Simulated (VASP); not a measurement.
Set up this calculation in VASP 6.6.1, as the native input.

| Property | Result |
| --- | --- |
| Task | single point |
| Functional | PBE |
| Potentials or basis | VASP PAW PBE potentials, release 64 (Al, Rh_pv) |
| Cutoff | 520 eV |
| k mesh | 4 × 4 × 4 |
| Occupations | gaussian, width 0.1 eV |
| Spin | no spin polarisation |
| Dipole correction | no |
| Further INCAR settings | ALGO = Normal; EDIFF = 1e-06; NBANDS = 24 |

The structure of Al5Rh lies in POSCAR:

```
Al5Rh
1.0
    0.0000000000      3.5189162800      3.5189162800
    3.5189162800      0.0000000000      3.5189162800
    3.5189162800      3.5189162800      0.0000000000
Al Rh
5 1
Direct
    0.3752183100      0.8743450600      0.3752183100
    0.3752183100      0.3752183100      0.3752183100
    0.7500000000      0.7500000000      0.7500000000
    0.8743450600      0.3752183100      0.3752183100
    0.3752183100      0.3752183100      0.8743450600
    0.0000000000      0.0000000000      0.0000000000
```

The cell was built from a structure type or drawn by symmetry, and may not be a known phase.

The input as run:

INCAR

```
SYSTEM = Al5Rh
ALGO = Normal ; EDIFF = 1E-6
ENCUT = 520 ; GGA = PE
ISIF = 2 ; ISMEAR = 0
LASPH = .True. ; LCHARG = .True.
LELF = .True. ; LREAL = .False.
LVHAR = .True. ; LWAVE = .False.
NBANDS = 24 ; NELM = 60
PREC = Accurate ; SIGMA = 0.1
```

KPOINTS

```
k-points
0
Gamma
  4 4 4
  0 0 0
```

Potentials or basis: VASP PAW PBE potentials, release 64 (Al, Rh_pv).

The run is started by

```console
$ cat potpaw_PBE.64/Al/POTCAR potpaw_PBE.64/Rh_pv/POTCAR > POTCAR
$ mpirun -np 1 vasp_std > vasp.out
```

Results of the run:

```
Pressure               : 10.5 GPa
Largest force          : 0.104 eV/Å
Band gap on the k mesh : zero (bands 15 and 16 overlap by 2.49 eV)
```

Caveat: the k points lie up to 0.39 Å⁻¹ apart, too coarse for converged energies and pressures of a metal.

Run time: 51 s on 1 thread of Intel Xeon 8259CL, with other jobs on the host, peak memory 0.24 GiB.
